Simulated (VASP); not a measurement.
ZnAu: electric field gradients with PBEsol

Crystal: ZnAu.

```
CELL_PARAMETERS angstrom
3.12588 0.00000 0.00000
0.00000 3.12588 0.00000
0.00000 0.00000 3.12588
ATOMIC_POSITIONS crystal
Zn 0.50000 0.50000 0.50000
Au 0.00000 0.00000 0.00000
```

This cell differs from its parent crystal: volume scaled by 0.98.

```yaml
Program: VASP 6.6.1
Task: electric field gradients
Functional: PBEsol
Potentials_or_basis: VASP PAW PBE potentials, release 64 (Zn, Au)
Cutoff: 520 eV
k_mesh: 13 × 13 × 13
Occupations: fermi-dirac, width 0.05 eV
Spin: no spin polarisation
Dipole_correction: no
Further_INCAR_settings: ALGO = Normal; EDIFF = 1e-08; NBANDS = 18
```

```json
{
 "Pressure": "0.6 GPa"
}
```

Levels at points of the mesh, in eV from the Fermi level:
```csv
k point,band 9,band 10,band 11,band 12,band 13,band 14
"(0.00, 0.00, 0.00)",-3.81,-3.81,-3.81,4.93,4.93,4.93
```

Run time: 20 s on 1 thread of Intel(R) Xeon(R) Platinum 8488C (Sapphire Rapids), with other jobs on the host, peak memory 0.16 GiB.

Caveat: without QUAD_EFG the Cq values of the log hold for a quadrupole moment of 1 mb, not for the nuclei; the PAW data sets were made with another functional, which shifts forces and pressure a little; spin-orbit coupling is left out, which moves the levels of the heavy elements.
